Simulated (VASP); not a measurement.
# Ge (Pmmn) in VASP: a series of runs, part 3 of 3

VASP 6.6.1. Earlier steps stand in the parts before.

### Step 5. Single point, PBEsol (mode 5 (55.6 1/cm) frozen in, largest displacement +0.125 Å)

INCAR reads:

```
SYSTEM = Ge
ALGO = Normal
EDIFF = 1E-6
ENCUT = 520
GGA = PS
ISIF = 2
ISMEAR = 0
LASPH = .True.
LCHARG = .False.
LREAL = .False.
LWAVE = .False.
NBANDS = 21
NELM = 100
PREC = Accurate
SIGMA = 0.15
```

KPOINTS reads:

```
k-points
0
Gamma
  22 22 12
  0 0 0
```

POSCAR reads:

```
Ge
1.0
    0.0000000000      0.0000000000     -2.6427277821
    2.7652112298      0.0000000000      0.0000000000
    0.0000000000     -5.0390024825      0.0000000000
Ge
2
Direct
   -0.0472996125      0.5000000000      0.0000000000
    0.0472996125      0.0000000000      0.5000000000
```

Potentials or basis: VASP PAW PBE potentials, release 64 (Ge_d).

Started as:

```bash
> cat potpaw_PBE.64/Ge_d/POTCAR > POTCAR
> mpirun -np 1 vasp_std > vasp.out
```

OUTCAR:

```text
SYSTEM = Ge
   EDIFF = 1E-6
   ENCUT = 520
   GGA = PS
   ISIF = 2
   ISMEAR = 0
   LASPH = .True.
   LREAL = .False.
   NELM = 100
   PREC = Accurate

 ion  position               nearest neighbor table
   1  0.953  0.500  0.000-   2 2.88   2 2.88   2 2.88   2 2.88
   2  0.047  0.000  0.500-   1 2.88   1 2.88   1 2.88   1 2.88

  LATTYP: Found a simple orthorhombic cell.
 ALAT       =     2.6427277821
 B/A-ratio  =     1.0463473569
 C/A-ratio  =     1.9067429179

  Lattice vectors:

 A1 = (   0.0000000000,   0.0000000000,  -2.6427277821)
 A2 = (   2.7652112298,   0.0000000000,   0.0000000000)
 A3 = (   0.0000000000,  -5.0390024825,   0.0000000000)

Analysis of symmetry for initial positions (statically):
=====================================================================
 Subroutine PRICEL returns:
 Original cell was already a primitive cell.

 Routine SETGRP: Setting up the symmetry group for a
 simple orthorhombic supercell.

 Subroutine GETGRP returns: Found  8 space group operations
 (whereof  4 operations were pure point group operations)
 out of a pool of  8 trial point group operations.

The static configuration has the point symmetry C_2v.
 The point group associated with its full space group is D_2h.

Analysis of symmetry for dynamics (positions and initial velocities):
=====================================================================
 Subroutine PRICEL returns:
 Original cell was already a primitive cell.

 Routine SETGRP: Setting up the symmetry group for a
 simple orthorhombic supercell.

 Subroutine GETGRP returns: Found  8 space group operations
 (whereof  4 operations were pure point group operations)
 out of a pool of  8 trial point group operations.

The dynamic configuration has the point symmetry C_2v.
 The point group associated with its full space group is D_2h.

 Subroutine INISYM returns: Found  8 space group operations
 (whereof  4 operations are pure point group operations),
 and found     1 'primitive' translations

----------------------------------------------------------------------------------------

                                     Primitive cell

  volume of cell :      36.8235

  direct lattice vectors                    reciprocal lattice vectors
     0.000000000  0.000000000 -2.642727782     0.000000000  0.000000000 -0.378396900
     2.765211230  0.000000000  0.000000000     0.361636026  0.000000000  0.000000000
     0.000000000 -5.039002482  0.000000000     0.000000000 -0.198451976  0.000000000

  length of vectors
     2.642727782  2.765211230  5.039002482     0.378396900  0.361636026  0.198451976

  position of ions in fractional coordinates (direct lattice)
     0.952700388  0.500000000  0.000000000
     0.047299612  0.000000000  0.500000000

  ion indices of the primitive-cell ions
   primitive index   ion index
                 1           1
                 2           2

----------------------------------------------------------------------------------------

 KPOINTS: k-points

Automatic generation of k-mesh.
 Grid dimensions read from file:
 generate k-points for:   22   22   12

 Generating k-lattice:

  Cartesian coordinates                     Fractional coordinates (reciprocal lattice)
     0.000000000  0.000000000 -0.017199859     0.045454545  0.000000000  0.000000000
     0.016438001  0.000000000  0.000000000     0.000000000  0.045454545  0.000000000
     0.000000000 -0.016537665  0.000000000     0.000000000  0.000000000  0.083333333

  Length of vectors
     0.017199859  0.016438001  0.016537665

  Shift w.r.t. Gamma in fractional coordinates (k-lattice)
     0.000000000  0.000000000  0.000000000

 Subroutine IBZKPT returns following result:
 ===========================================

 Found   1008 irreducible k-points:

 Following reciprocal coordinates:
            Coordinates               Weight
  0.000000  0.000000  0.000000      1.000000
  0.045455  0.000000  0.000000      2.000000
  0.090909  0.000000  0.000000      2.000000
  0.136364  0.000000  0.000000      2.000000
  0.181818  0.000000  0.000000      2.000000
  0.227273  0.000000  0.000000      2.000000
[... 16 lines left out ...]
  0.454545  0.045455  0.000000      4.000000
  0.500000  0.045455  0.000000      2.000000
 [... further k-points ...]
   k-points           NKPTS =   1008   k-points in BZ     NKDIM =   1008   number of bands    NBANDS=     21
   number of dos      NEDOS =    301   number of ions     NIONS =      2
   total plane-waves  NPLWV =  19200
   dimension x,y,z NGX =    20 NGY =   24 NGZ =   40
   dimension x,y,z NGXF=    40 NGYF=   48 NGZF=   80
   ions per type =               2
   NGX,Y,Z   is equivalent  to a cutoff of  12.58, 14.43, 13.20 a.u.
   NGXF,Y,Z  is equivalent  to a cutoff of  25.16, 28.86, 26.39 a.u.
 SYSTEM =  Ge
   PREC   = accura    normal or accurate (medium, high low for compatibility)
   ISTART =      0    job   : 0-new  1-cont  2-samecut
   ICHARG =      2    charge: 1-file 2-atom 10-const
   ISPIN  =      1    spin polarized calculation?
   LNONCOLLINEAR =      F non collinear calculations
   LSORBIT =      F    spin-orbit coupling
   LASPH  =      T    aspherical Exc in radial PAW
   ENCUT  =  520.0 eV  38.22 Ry    6.18 a.u.   4.91  5.14  9.37*2*pi/ulx,y,z
   NELM   =    100;   NELMIN=  2; NELMDL= -5     # of ELM steps
   EDIFF  = 0.1E-05   stopping-criterion for ELM
   LREAL  =      F    real-space projection
   EDIFFG = 0.1E-04   stopping-criterion for IOM
   NSW    =      0    number of steps for IOM
   IBRION =     -1    ionic relax: 0-MD 1-quasi-New 2-CG
   NFREE  =      0    steps in history (QN), initial steepest desc. (CG)
   ISIF   =      2    stress and relaxation
   ISYM   =      2    0-nonsym 1-usesym 2-fastsym
   POTIM  = 0.5000    time-step for ionic-motion
   TEBEG  =    0.0;   TEEND  =   0.0 temperature during run
   PSTRESS=    0.0 pullay stress
   NELECT =      28.0000    total number of electrons
   NUPDOWN=      -1.0000    fix difference up-down
   EMIN   =  10.00;   EMAX   =-10.00  energy-range for DOS
   EFERMI =   0.00;   METHOD = LEGACY
   ISMEAR =     0;   SIGMA  =   0.15  broadening in eV -4-tet -1-fermi 0-gaus
   EFERMI_NEDOS =   21; number of points for ismear=-14 and -15
   IALGO  =     38    algorithm
   IMIX   =      4    mixing-type and parameters
     AMIX     =   0.40;   BMIX     =  1.00
     AMIX_MAG =   1.60;   BMIX_MAG =  1.00
  volume/ion in A,a.u.               =      18.41       124.25
  Fermi-wavevector in a.u.,A,eV,Ry     =   1.494236  2.823696 30.378271  2.232740
  Thomas-Fermi vector in A             =   2.606534
   LORBIT       =      0    0 simple, 1 ext, 2 COOP (PROOUT), +10 PAW based schemes
   GGA     = PS    functional components
   LHFCALC =     F    Hartree Fock is set to
   AEXX    =    0.0000 exact exchange contribution
   IVDW    =     0    specifies the selected vdW correction
   LEPSILON=     F    determine dielectric tensor
   LRPA    =     F    only Hartree local field effects (RPA)
 non-spin polarized calculation
 Gauss-broadening in eV      SIGMA  =   0.15
  energy-cutoff  :      520.00
  volume of cell :       36.82
 maximum number of plane-waves:      1016
 NGX is ok and might be reduce to    20
   NGX =  9   NGY = 11   NGZ = 19

 number of electron      27.9999988 magnetization

 Free energy of the ion-electron system (eV)
  ---------------------------------------------------
  ext. energy  EPLUGINS =         0.00000000
  ---------------------------------------------------
  free energy    TOTEN  =        -9.49296675 eV

  energy without entropy =       -9.48438638  energy(sigma->0) =       -9.48867656

 E-fermi :   6.7957     XC(G=0): -11.5072

 val. band max:        6.7908208993   @ k =   0.2727   0.2727   0.0833
 cond. band min:       6.7973750131   @ k =   0.4545   0.3636   0.5000
 fundamental gap:      0.0065541138
 Fermi energy:         6.7956810960

 k-point     1 :       0.0000    0.0000    0.0000
  band No.  band energies     occupation
      1     -17.9543      2.00000
      2     -17.9448      2.00000
      3     -17.8676      2.00000
      4     -17.8398      2.00000
      5     -17.8223      2.00000
      6     -17.7430      2.00000
[... 13 lines left out ...]
     20      18.3629      0.00000
     21      20.0836      0.00000
[... 529 lines left out ...]
 k-point    24 :       0.5000    0.0455    0.0000
  band No.  band energies     occupation
      1     -17.8841      2.00000
      2     -17.8579      2.00000
      3     -17.8535      2.00000
      4     -17.8110      2.00000
      5     -17.7821      2.00000
      6     -17.7776      2.00000
[... 13 lines left out ...]
     20      20.1365      0.00000
     21      20.9212      0.00000

 [... further k-points ...]

------------------------ aborting loop because EDIFF is reached ----------------------------------------

  FORCE on cell =-STRESS in cart. coord.  units (eV):
  Direction    XX          YY          ZZ          XY          YZ          ZX
  --------------------------------------------------------------------------------------
  -------------------------------------------------------------------------------------
  Total        0.2430247     -0.2469717     -0.0180307      0.0000000      0.0000000      0.0000000
  in kB       10.5739120    -10.7456448     -0.7845097      0.0000000      0.0000000      0.0000000
  external PRESSURE =      -0.3187475 kB  Pullay stress =       0.0000000 kB

 VOLUME and BASIS-vectors are now :
 -----------------------------------------------------------------------------
  energy-cutoff  :      520.00
  volume of cell :       36.82
      direct lattice vectors                 reciprocal lattice vectors
     0.000000000  0.000000000 -2.642727782     0.000000000  0.000000000 -0.378396900
     2.765211230  0.000000000  0.000000000     0.361636026  0.000000000  0.000000000
     0.000000000 -5.039002482  0.000000000     0.000000000 -0.198451976  0.000000000

 POSITION                                       TOTAL-FORCE (eV/Angst)
 -----------------------------------------------------------------------------------
      1.38261      0.00000     -2.51773         0.000000      0.000000     -0.104161
      0.00000     -2.51950     -0.12500         0.000000      0.000000      0.104161
 -----------------------------------------------------------------------------------
    total drift:                               -0.000000      0.000000      0.000000

  FREE ENERGIE OF THE ION-ELECTRON SYSTEM (eV)
  ---------------------------------------------------
  free  energy   TOTEN  =        -9.4929667460 eV

  energy  without entropy=       -9.4843863799  energy(sigma->0) =       -9.48867656
```

stdout:

```text
POSCAR found type information on POSCAR Ge
 POSCAR found :  1 types and       2 ions
 scaLAPACK will be used
 -----------------------------------------------------------------------------
|                                                                             |
|                                                                             |
|     You enforced a specific xc type in the INCAR file but a different       |
|     I HOPE YOU KNOW WHAT YOU ARE DOING!                                     |
|                                                                             |
 -----------------------------------------------------------------------------

 LDA part: xc-table for (Slater+PW92), standard interpolation
 POSCAR, INCAR and KPOINTS ok, starting setup
 FFT: planning ... GRIDC
 FFT: planning ... GRID_SOFT
 FFT: planning ... GRID
 WAVECAR not read
 entering main loop
```

Wall time 16 min (1 thread of AMD EPYC 7R13, shared host); peak memory 0.62 GiB.

What came out:

| Item | Value |
| --- | --- |
| Free energy | -9.4930 eV |
| Pressure | 0.0 GPa |
| Largest force | 0.104 eV/Å |
| Band gap on the k mesh | zero (band 14 reaches 12.06 eV, above the bottom of band 15 at 4.44 eV) |

Forces on the atoms (eV/Å):
```
Ge   0.000  0.000 -0.104
Ge   0.000  0.000  0.104
```

Caveat: the cell differs from its parent crystal (mode 5 (55.6 1/cm) frozen in, largest displacement +0.125 Å); the PAW data sets were made with another functional, which shifts forces and pressure a little.
